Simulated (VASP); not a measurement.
A run of VASP 6.6.1 is set up as follows.

The input INCAR:

```
SYSTEM = Ta
  PREC = Accurate
  ENCUT = 520
  EDIFF = 1E-7
  ISMEAR = 0
  SIGMA = 0.15
  LREAL = .FALSE.
  LASPH = .TRUE.
  NELM = 60
  ALGO = Normal
  ISIF = 2
  LWAVE = .FALSE.
  LCHARG = .FALSE.
  GGA = PS
  NBANDS = 12
```

File KPOINTS:

```
Automatic mesh
0
G
  20 20 20
  0 0 0
```

Contents of POSCAR:

```
Ta
1.0
   -1.6512800000      1.6512800000      1.5191776000
    1.6512800000     -1.6512800000      1.5191776000
    1.6512800000      1.6512800000     -1.5191776000
Ta
1
Direct
    0.0000000000      0.0000000000      0.0000000000
```

Potentials or basis: VASP PAW PBE potentials, release 64 (Ta_pv).

The run is started by

```sh
$ cat potpaw_PBE.64/Ta_pv/POTCAR > POTCAR
$ mpirun -np 1 vasp_std > vasp.out
```

Problem. What does it give for the band gap on the k mesh?

Solution. Zero (an odd number of electrons rules out a gap without spin polarisation).

Problem. Estimate the pressure.

Solution. 15.9 GPa.

Stress tensor (GPa, compression positive):
```
12.88  0.00  0.00
 0.00 12.88  0.00
 0.00  0.00 21.87
```

Caveat: the cell differs from its parent crystal (strain +0.000 along x and y, -0.080 along z); the stress differs along the axes, from 13 to 22 GPa; the PAW data sets were made with another functional, which shifts forces and pressure a little; spin-orbit coupling is left out, which moves the levels of the heavy elements.
